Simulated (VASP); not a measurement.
Here is a VASP 6.6.1 calculation.

Contents of INCAR:

```
SYSTEM = Lu3Al
PREC = Accurate ; ENCUT = 600
EDIFF = 1E-7 ; ISMEAR = 1
SIGMA = 0.1 ; LREAL = .False.
LASPH = .True. ; NELM = 80
ALGO = Normal ; ISIF = 3
LWAVE = .False. ; LCHARG = .False.
GGA = PS ; IBRION = 2
NSW = 60 ; EDIFFG = -0.01
```

File KPOINTS:

```
Automatic mesh
0
Gamma
  5 5 5
  0 0 0
```

Contents of POSCAR:

```
Lu3Al
1.0
    4.6265499100      0.0000000000      0.0000000000
    0.0000000000      4.6265499100      0.0000000000
    0.0000000000      0.0000000000      4.6265499100
Lu Al
3 1
Direct
    0.0000000000      0.5000000000      0.5000000000
    0.5000000000      0.0000000000      0.5000000000
    0.5000000000      0.5000000000      0.0000000000
    0.0000000000      0.0000000000      0.0000000000
```

Potentials or basis: VASP PAW PBE potentials, release 64 (Lu, Al).

The run is started by

```sh
$ cat potpaw_PBE.64/Lu/POTCAR potpaw_PBE.64/Al/POTCAR > POTCAR
$ mpirun -np 1 vasp_std > vasp.out
```

Q: Estimate the space group after relaxing (to 0.05 Å).

A: Pm-3m (No. 221).

Q: Estimate the relaxed cell.

A: a = 4.576 Å, b = 4.576 Å, c = 4.576 Å, α = 90.00°, β = 90.00°, γ = 90.00°.

Final structure:
```
CELL_PARAMETERS angstrom
4.57592 0.00000 0.00000
0.00000 4.57592 0.00000
0.00000 0.00000 4.57592
ATOMIC_POSITIONS crystal
Lu 0.00000 0.50000 0.50000
Lu 0.50000 0.00000 0.50000
Lu 0.50000 0.50000 0.00000
Al 0.00000 0.00000 0.00000
```
